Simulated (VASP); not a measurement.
# Mg3CdTe4 (P-4m2) in VASP: a series of runs

Mg3CdTe4 is run at these levels: PBE; tasks: single point.

All numbers are computed with VASP 6.6.1; they aren't measurements. Logs are shortened: lines on timing, memory, paths and dates and some standing lists are left out, and cuts for length are marked.

### 1 The cell of the first run

It takes space group P-4m2 (No. 115, tetragonal). The conventional cell has a = 4.443 Å, b = 4.443 Å, c = 12.453 Å, α = 90.00°, β = 90.00°, γ = 90.00°. Within 3.6 Å of Mg (site symmetry 2mm) lie 4 Te at 2.70 Å. Within 3.6 Å of Mg (site symmetry -4m2) lie 4 Te at 2.70 Å. Cd (site symmetry -4m2) has 4 Te at 2.75 Å within 3.6 Å. Te (site symmetry 2mm) has 4 Mg at 2.70 Å within 3.6 Å. Te (site symmetry 2mm) has 2 Mg at 2.70 Å and 2 Cd at 2.75 Å within 3.6 Å.

### 2 Single point, PBE (volume scaled by 0.88, then relaxed in part)

INCAR reads:

```
PREC = Accurate
ENCUT = 520
EDIFF = 1E-6
ISMEAR = 0
SIGMA = 0.02
LREAL = F
LASPH = T
NELM = 60
ALGO = Normal
ISIF = 2
LWAVE = F
LCHARG = F
GGA = PE
NBANDS = 31
```

KPOINTS reads:

```
Automatic mesh
0
Gamma
  6 6 2
```

POSCAR reads:

```
Mg3CdTe4
1.0
    4.4427099308      0.0000000000      0.0000000000
    0.0000000000      4.4427099308      0.0000000000
    0.0000000000      0.0000000000     12.4531840500
Mg Cd Te
3 1 4
Direct
    0.5000000000      0.5000000000      0.2530449833
    0.0000000000      0.0000000000      0.5000000000
    0.5000000000      0.5000000000      0.7469550167
    0.0000000000      0.0000000000      0.0000000000
    0.5000000000      0.0000000000      0.3764748092
    0.0000000000      0.5000000000      0.6235251908
    0.5000000000      0.0000000000      0.8695403114
    0.0000000000      0.5000000000      0.1304596886
```

Potentials or basis: VASP PAW PBE potentials, release 64 (Mg, Cd, Te).

Command:

```
cat potpaw_PBE.64/Mg/POTCAR potpaw_PBE.64/Cd/POTCAR potpaw_PBE.64/Te/POTCAR > POTCAR
mpirun -np 1 vasp_std > vasp.out
```

OUTCAR:

```text
PREC = Accurate
   ENCUT = 520
   EDIFF = 1E-6
   ISMEAR = 0
   LREAL = F
   LASPH = T
   NELM = 60
   ISIF = 2
   GGA = PE

 ion  position               nearest neighbor table
   1  0.500  0.500  0.253-   8 2.70   8 2.70   5 2.70   5 2.70
   2  0.000  0.000  0.500-   5 2.70   6 2.70   6 2.70   5 2.70
   3  0.500  0.500  0.747-   7 2.70   7 2.70   6 2.70   6 2.70
   4  0.000  0.000  0.000-   7 2.75   8 2.75   8 2.75   7 2.75
   5  0.500  0.000  0.376-   1 2.70   1 2.70   2 2.70   2 2.70
   6  0.000  0.500  0.624-   3 2.70   3 2.70   2 2.70   2 2.70
   7  0.500  0.000  0.870-   3 2.70   3 2.70   4 2.75   4 2.75
   8  0.000  0.500  0.130-   1 2.70   1 2.70   4 2.75   4 2.75

  LATTYP: Found a simple tetragonal cell.
 ALAT       =     4.4427099308
 C/A-ratio  =     2.8030603492

  Lattice vectors:

 A1 = (   4.4427099308,   0.0000000000,   0.0000000000)
 A2 = (   0.0000000000,   4.4427099308,   0.0000000000)
 A3 = (   0.0000000000,   0.0000000000,  12.4531840500)

Analysis of symmetry for initial positions (statically):
=====================================================================
 Subroutine PRICEL returns:
 Original cell was already a primitive cell.

 Routine SETGRP: Setting up the symmetry group for a
 simple tetragonal supercell.

 Subroutine GETGRP returns: Found  8 space group operations
 (whereof  8 operations were pure point group operations)
 out of a pool of 16 trial point group operations.

The static configuration has the point symmetry D_2d.

Analysis of symmetry for dynamics (positions and initial velocities):
=====================================================================
 Subroutine PRICEL returns:
 Original cell was already a primitive cell.

 Routine SETGRP: Setting up the symmetry group for a
 simple tetragonal supercell.

 Subroutine GETGRP returns: Found  8 space group operations
 (whereof  8 operations were pure point group operations)
 out of a pool of 16 trial point group operations.

The dynamic configuration has the point symmetry D_2d.

 Subroutine INISYM returns: Found  8 space group operations
 (whereof  8 operations are pure point group operations),
 and found     1 'primitive' translations

----------------------------------------------------------------------------------------

                                     Primitive cell

  volume of cell :     245.7969

  direct lattice vectors                    reciprocal lattice vectors
     4.442709931  0.000000000  0.000000000     0.225087844  0.000000000  0.000000000
     0.000000000  4.442709931  0.000000000     0.000000000  0.225087844  0.000000000
     0.000000000  0.000000000 12.453184050     0.000000000  0.000000000  0.080300748

  length of vectors
     4.442709931  4.442709931 12.453184050     0.225087844  0.225087844  0.080300748

  position of ions in fractional coordinates (direct lattice)
     0.500000000  0.500000000  0.253044983
     0.000000000  0.000000000  0.500000000
     0.500000000  0.500000000  0.746955017
     0.000000000  0.000000000  0.000000000
     0.500000000  0.000000000  0.376474809
     0.000000000  0.500000000  0.623525191
     0.500000000  0.000000000  0.869540311
     0.000000000  0.500000000  0.130459689

  ion indices of the primitive-cell ions
   primitive index   ion index
                 1           1
                 2           2
                 3           3
                 4           4
                 5           5
                 6           6
                 7           7
                 8           8

----------------------------------------------------------------------------------------

 KPOINTS: Automatic mesh

Automatic generation of k-mesh.
 Grid dimensions read from file:
 generate k-points for:    6    6    2

 Generating k-lattice:

  Cartesian coordinates                     Fractional coordinates (reciprocal lattice)
     0.037514641  0.000000000  0.000000000     0.166666667  0.000000000  0.000000000
     0.000000000  0.037514641  0.000000000     0.000000000  0.166666667  0.000000000
     0.000000000  0.000000000  0.040150374     0.000000000  0.000000000  0.500000000

  Length of vectors
     0.037514641  0.037514641  0.040150374

  Shift w.r.t. Gamma in fractional coordinates (k-lattice)
     0.000000000  0.000000000  0.000000000

 Subroutine IBZKPT returns following result:
 ===========================================

 Found     20 irreducible k-points:

 Following reciprocal coordinates:
            Coordinates               Weight
  0.000000  0.000000  0.000000      1.000000
  0.166667  0.000000  0.000000      4.000000
  0.333333  0.000000  0.000000      4.000000
  0.500000  0.000000  0.000000      2.000000
  0.166667  0.166667  0.000000      4.000000
  0.333333  0.166667  0.000000      8.000000
[... 12 lines left out ...]
  0.500000  0.333333  0.500000      4.000000
  0.500000  0.500000  0.500000      1.000000
   k-points           NKPTS =     20   k-points in BZ     NKDIM =     20   number of bands    NBANDS=     31
   number of dos      NEDOS =    301   number of ions     NIONS =      8
   total plane-waves  NPLWV = 124416
   dimension x,y,z NGX =    36 NGY =   36 NGZ =   96
   dimension x,y,z NGXF=    72 NGYF=   72 NGZF=  192
   ions per type =               3   1   4
   NGX,Y,Z   is equivalent  to a cutoff of  13.47, 13.47, 12.82 a.u.
   NGXF,Y,Z  is equivalent  to a cutoff of  26.94, 26.94, 25.63 a.u.
 SYSTEM =  unknown system
   PREC   = accura    normal or accurate (medium, high low for compatibility)
   ISTART =      0    job   : 0-new  1-cont  2-samecut
   ICHARG =      2    charge: 1-file 2-atom 10-const
   ISPIN  =      1    spin polarized calculation?
   LNONCOLLINEAR =      F non collinear calculations
   LSORBIT =      F    spin-orbit coupling
   LASPH  =      T    aspherical Exc in radial PAW
   ENCUT  =  520.0 eV  38.22 Ry    6.18 a.u.   8.26  8.26 23.15*2*pi/ulx,y,z
   NELM   =     60;   NELMIN=  2; NELMDL= -5     # of ELM steps
   EDIFF  = 0.1E-05   stopping-criterion for ELM
   LREAL  =      F    real-space projection
   EDIFFG = 0.1E-04   stopping-criterion for IOM
   NSW    =      0    number of steps for IOM
   IBRION =     -1    ionic relax: 0-MD 1-quasi-New 2-CG
   NFREE  =      0    steps in history (QN), initial steepest desc. (CG)
   ISIF   =      2    stress and relaxation
   ISYM   =      2    0-nonsym 1-usesym 2-fastsym
   POTIM  = 0.5000    time-step for ionic-motion
   TEBEG  =    0.0;   TEEND  =   0.0 temperature during run
   PSTRESS=    0.0 pullay stress
   NELECT =      42.0000    total number of electrons
   NUPDOWN=      -1.0000    fix difference up-down
   EMIN   =  10.00;   EMAX   =-10.00  energy-range for DOS
   EFERMI =   0.00;   METHOD = LEGACY
   ISMEAR =     0;   SIGMA  =   0.02  broadening in eV -4-tet -1-fermi 0-gaus
   EFERMI_NEDOS =   21; number of points for ismear=-14 and -15
   IALGO  =     38    algorithm
   IMIX   =      4    mixing-type and parameters
     AMIX     =   0.40;   BMIX     =  1.00
     AMIX_MAG =   1.60;   BMIX_MAG =  1.00
  volume/ion in A,a.u.               =      30.72       207.34
  Fermi-wavevector in a.u.,A,eV,Ry     =   0.908446  1.716714 11.228538  0.825274
  Thomas-Fermi vector in A             =   2.032373
   LORBIT       =      0    0 simple, 1 ext, 2 COOP (PROOUT), +10 PAW based schemes
   GGA     = PE    functional components
   LHFCALC =     F    Hartree Fock is set to
   AEXX    =    0.0000 exact exchange contribution
   IVDW    =     0    specifies the selected vdW correction
   LEPSILON=     F    determine dielectric tensor
   LRPA    =     F    only Hartree local field effects (RPA)
 non-spin polarized calculation
 Gauss-broadening in eV      SIGMA  =   0.02
  energy-cutoff  :      520.00
  volume of cell :      245.80
 maximum number of plane-waves:      6648
 NGX is ok and might be reduce to    36
   NGX = 17   NGY = 17   NGZ = 47

 number of electron      42.0000001 magnetization

 Free energy of the ion-electron system (eV)
  ---------------------------------------------------
  ext. energy  EPLUGINS =         0.00000000
  ---------------------------------------------------
  free energy    TOTEN  =       -23.46704759 eV

  energy without entropy =      -23.46704759  energy(sigma->0) =      -23.46704759

 E-fermi :   2.8826     XC(G=0):  -8.4117

 val. band max:        2.7891682581   @ k =   0.0000   0.0000   0.0000
 cond. band min:       5.0555211440   @ k =   0.0000   0.0000   0.0000
 fundamental gap:      2.2663528858
 Fermi energy:         2.8826347856

 k-point     1 :       0.0000    0.0000    0.0000
  band No.  band energies     occupation
      1      -8.0865      2.00000
      2      -7.7382      2.00000
      3      -7.6146      2.00000
      4      -7.1322      2.00000
      5      -5.1676      2.00000
      6      -5.1676      2.00000
[... 23 lines left out ...]
     30       8.0718      0.00000
     31       8.0914      0.00000

 k-point     2 :       0.1667    0.0000    0.0000
  band No.  band energies     occupation
      1      -7.9898      2.00000
      2      -7.6853      2.00000
      3      -7.5543      2.00000
      4      -7.1285      2.00000
      5      -5.1647      2.00000
      6      -5.1422      2.00000
[... 23 lines left out ...]
     30       8.2141      0.00000
     31       8.5320      0.00000

 k-point     3 :       0.3333    0.0000    0.0000
  band No.  band energies     occupation
      1      -7.7557      2.00000
      2      -7.5784      2.00000
      3      -7.4186      2.00000
      4      -7.1586      2.00000
      5      -5.1588      2.00000
      6      -5.0774      2.00000
[... 23 lines left out ...]
     30       8.5882      0.00000
     31       8.6209      0.00000

 k-point     4 :       0.5000    0.0000    0.0000
  band No.  band energies     occupation
      1      -7.5916      2.00000
      2      -7.5345      2.00000
      3      -7.2757      2.00000
      4      -7.2757      2.00000
      5      -5.1557      2.00000
      6      -5.0501      2.00000
[... 23 lines left out ...]
     30       8.6191      0.00000
     31       8.6477      0.00000

 k-point     5 :       0.1667    0.1667    0.0000
  band No.  band energies     occupation
      1      -7.8988      2.00000
      2      -7.6347      2.00000
      3      -7.4945      2.00000
      4      -7.1164      2.00000
      5      -5.1599      2.00000
      6      -5.1094      2.00000
[... 23 lines left out ...]
     30       8.2488      0.00000
     31       8.4868      0.00000
[... 406 lines left out ...]
     30       9.1645      0.00000
     31       9.2012      0.00000

 k-point    18 :       0.3333    0.3333    0.5000
  band No.  band energies     occupation
      1      -7.5204      2.00000
      2      -7.4584      2.00000
      3      -7.2076      2.00000
      4      -7.0640      2.00000
      5      -5.1023      2.00000
      6      -5.0131      2.00000
[... 23 lines left out ...]
     30       8.9851      0.00000
     31       9.0138      0.00000

 k-point    19 :       0.5000    0.3333    0.5000
  band No.  band energies     occupation
      1      -7.4340      2.00000
      2      -7.4159      2.00000
      3      -7.0828      2.00000
      4      -7.0827      2.00000
      5      -5.0819      2.00000
      6      -5.0247      2.00000
[... 23 lines left out ...]
     30       9.8423      0.00000
     31       9.9785      0.00000

 k-point    20 :       0.5000    0.5000    0.5000
  band No.  band energies     occupation
      1      -7.3777      2.00000
      2      -7.3777      2.00000
      3      -7.0120      2.00000
      4      -7.0120      2.00000
      5      -5.0516      2.00000
      6      -5.0400      2.00000
[... 23 lines left out ...]
     30      10.7743      0.00000
     31      10.7743      0.00000

------------------------ aborting loop because EDIFF is reached ----------------------------------------

  FORCE on cell =-STRESS in cart. coord.  units (eV):
  Direction    XX          YY          ZZ          XY          YZ          ZX
  --------------------------------------------------------------------------------------
  -------------------------------------------------------------------------------------
  Total        8.9044487      8.9044487      8.8579126      0.0000000      0.0000000      0.0000000
  in kB       58.0418563     58.0418563     57.7385200      0.0000000      0.0000000      0.0000000
  external PRESSURE =      57.9407442 kB  Pullay stress =       0.0000000 kB

 VOLUME and BASIS-vectors are now :
 -----------------------------------------------------------------------------
  energy-cutoff  :      520.00
  volume of cell :      245.80
      direct lattice vectors                 reciprocal lattice vectors
     4.442709931  0.000000000  0.000000000     0.225087844  0.000000000  0.000000000
     0.000000000  4.442709931  0.000000000     0.000000000  0.225087844  0.000000000
     0.000000000  0.000000000 12.453184050     0.000000000  0.000000000  0.080300748

 POSITION                                       TOTAL-FORCE (eV/Angst)
 -----------------------------------------------------------------------------------
      2.22135      2.22135      3.15122        -0.000000     -0.000000     -0.000577
      0.00000      0.00000      6.22659         0.000000     -0.000000      0.000000
      2.22135      2.22135      9.30197         0.000000      0.000000      0.000577
      0.00000      0.00000      0.00000         0.000000     -0.000000      0.000000
      2.22135      0.00000      4.68831         0.000000     -0.000000      0.000275
      0.00000      2.22135      7.76487         0.000000     -0.000000     -0.000275
      2.22135      0.00000     10.82855         0.000000     -0.000000     -0.018552
      0.00000      2.22135      1.62464         0.000000     -0.000000      0.018552
 -----------------------------------------------------------------------------------
    total drift:                                0.000000     -0.000000     -0.000000

  FREE ENERGIE OF THE ION-ELECTRON SYSTEM (eV)
  ---------------------------------------------------
  free  energy   TOTEN  =       -23.4670475892 eV

  energy  without entropy=      -23.4670475892  energy(sigma->0) =      -23.46704759
```

Wall time 3.5 min (1 thread of Intel Xeon 6975P-C, shared host); peak memory 0.43 GiB.

Results:

```yaml
Free_energy: -23.4670 eV
Pressure: 5.8 GPa
Largest_force: 0.019 eV/Å
Band_gap_on_the_k_mesh: 2.27 eV, direct
```

Forces on the atoms (eV/Å):
```
Mg   0.000  0.000 -0.001
Mg   0.000  0.000  0.000
Mg   0.000  0.000  0.001
Cd   0.000  0.000  0.000
Te   0.000  0.000  0.000
Te   0.000  0.000  0.000
Te   0.000  0.000 -0.019
Te   0.000  0.000  0.019
```

Levels at points of the mesh, in eV from the valence-band top:
| k point | band 17 | band 18 | band 19 | band 20 | band 21 | band 22 | band 23 | band 24 | band 25 | band 26 |
| --- | --- | --- | --- | --- | --- | --- | --- | --- | --- | --- |
| (0.00, 0.00, 0.00) | -0.90 | -0.90 | -0.05 | 0.00 | 0.00 | 2.27 | 2.59 | 3.27 | 3.69 | 3.76 |
| (0.50, 0.00, 0.00) | -0.78 | -0.70 | -0.64 | -0.54 | -0.40 | 2.69 | 3.28 | 4.14 | 4.18 | 5.26 |
| (0.50, 0.50, 0.00) | -1.93 | -1.58 | -1.57 | -1.57 | -1.56 | 2.57 | 2.57 | 2.91 | 3.60 | 4.62 |
| (0.00, 0.00, 0.50) | -0.77 | -0.52 | -0.52 | -0.17 | -0.17 | 2.72 | 3.04 | 3.06 | 3.49 | 3.67 |
| (0.50, 0.00, 0.50) | -1.10 | -0.78 | -0.78 | -0.70 | -0.40 | 3.13 | 3.83 | 3.84 | 3.91 | 5.02 |
| (0.50, 0.50, 0.50) | -1.80 | -1.78 | -1.78 | -1.74 | -1.74 | 3.19 | 3.19 | 3.48 | 3.48 | 3.49 |

Caveat: spin-orbit coupling is left out, which moves the levels of the heavy elements. A k mesh can miss the band edges.

### 3 Single point, PBE (volume scaled by 0.91, then relaxed in part)

INCAR reads:

```
  PREC = Accurate
  ENCUT = 520
  EDIFF = 1E-6
  ISMEAR = 0
  SIGMA = 0.02
  LREAL = False
  LASPH = True
  NELM = 60
  ALGO = Normal
  ISIF = 2
  LWAVE = False
  LCHARG = False
  GGA = PE
  NBANDS = 31
```

KPOINTS is that of step 2.

POSCAR reads:

```
Mg3CdTe4
1.0
    4.4898234316      0.0000000000      0.0000000000
    0.0000000000      4.4898234316      0.0000000000
    0.0000000000      0.0000000000     12.6088802434
Mg Cd Te
3 1 4
Direct
    0.5000000000      0.5000000000      0.2527826601
    0.0000000000      0.0000000000      0.5000000000
    0.5000000000      0.5000000000      0.7472173399
    0.0000000000      0.0000000000      0.0000000000
    0.5000000000      0.0000000000      0.3763542569
    0.0000000000      0.5000000000      0.6236457431
    0.5000000000      0.0000000000      0.8699544610
    0.0000000000      0.5000000000      0.1300455390
```

Potentials or basis: VASP PAW PBE potentials, release 64 (Mg, Cd, Te).

Command:

```
cat potpaw_PBE.64/Mg/POTCAR potpaw_PBE.64/Cd/POTCAR potpaw_PBE.64/Te/POTCAR > POTCAR
mpirun -np 1 vasp_std > vasp.out
```

Run time: 3.7 min. Hardware: 1 thread of Intel Xeon 6975P-C, shared host; peak memory 0.44 GiB.

The run converged. Its results:

| Property | Result |
| --- | --- |
| Free energy | -23.7212 eV |
| Pressure | 4.0 GPa |
| Largest force | 0.019 eV/Å |
| Band gap on the k mesh | 2.13 eV, direct |

Forces in eV/Å, atoms in the order of the input:
```
Mg   0.000  0.000  0.000
Mg   0.000  0.000  0.000
Mg   0.000  0.000  0.000
Cd   0.000  0.000  0.000
Te   0.000  0.000  0.000
Te   0.000  0.000  0.000
Te   0.000  0.000 -0.019
Te   0.000  0.000  0.019
```

Levels at points of the mesh, in eV from the valence-band top:
| k point | band 18 | band 19 | band 20 | band 21 | band 22 | band 23 | band 24 | band 25 |
| --- | --- | --- | --- | --- | --- | --- | --- | --- |
| (0.00, 0.00, 0.00) | -0.85 | -0.05 | 0.00 | 0.00 | 2.13 | 2.66 | 3.28 | 3.70 |
| (0.50, 0.00, 0.00) | -0.66 | -0.61 | -0.52 | -0.38 | 2.63 | 3.21 | 4.09 | 4.16 |
| (0.50, 0.50, 0.00) | -1.51 | -1.49 | -1.49 | -1.49 | 2.64 | 2.64 | 2.91 | 3.60 |
| (0.00, 0.00, 0.50) | -0.49 | -0.49 | -0.16 | -0.16 | 2.73 | 2.99 | 3.06 | 3.47 |
| (0.50, 0.00, 0.50) | -0.74 | -0.73 | -0.66 | -0.38 | 3.04 | 3.75 | 3.77 | 3.83 |
| (0.50, 0.50, 0.50) | -1.69 | -1.69 | -1.66 | -1.66 | 3.23 | 3.23 | 3.45 | 3.50 |

Caveat: spin-orbit coupling is left out, which moves the levels of the heavy elements.
